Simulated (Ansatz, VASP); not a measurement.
One calculation of CdSe, two programs

```
CELL_PARAMETERS angstrom
4.19104 0.00000 0.00000
-2.09552 3.62954 0.00000
0.00000 0.00000 7.36596
ATOMIC_POSITIONS crystal
Cd 0.66667 0.33333 0.00000
Cd 0.33333 0.66667 0.50000
Se 0.66667 0.33333 0.37500
Se 0.33333 0.66667 0.87500
```

Change from the starting cell: strain -0.025 along x and y, +0.050 along z, atoms carried along.

Alike in both runs: task single point; functional r2SCAN; k mesh 6 × 6 × 4; occupations gaussian, width 0.05 eV; no spin polarisation.

|  | VASP | Ansatz |
| --- | --- | --- |
| version | VASP 6.6.1 | Ansatz 0.2.0 |
| potentials or method | VASP PAW PBE potentials, release 64 (Cd, Se), cutoff 520 eV | scalar-relativistic, plane waves, PAW |
| valence electrons in the cell | 36 | 72 |

```tsv
	VASP	Ansatz	Ansatz less VASP
gap on the k mesh at the Fermi level (eV)	1.03	1.04	+0.011
least direct gap on the mesh (eV)	1.03	1.04	+0.011
pressure (GPa)	2.4	2.1	-0.29
traceless stress, the component that is largest in VASP (GPa)	-4.35	-4.27	+0.084
rms of the force components (eV/Å)	0.272	0.262	-0.0096
```

VASP's potentials were made for PBE, not for r2SCAN. Atom by atom the forces differ by 0.010 eV/Å (rms over components). VASP's potentials hold 36 valence electrons a cell and Ansatz's 72, so a difference there can come from the potentials and not from the codes.
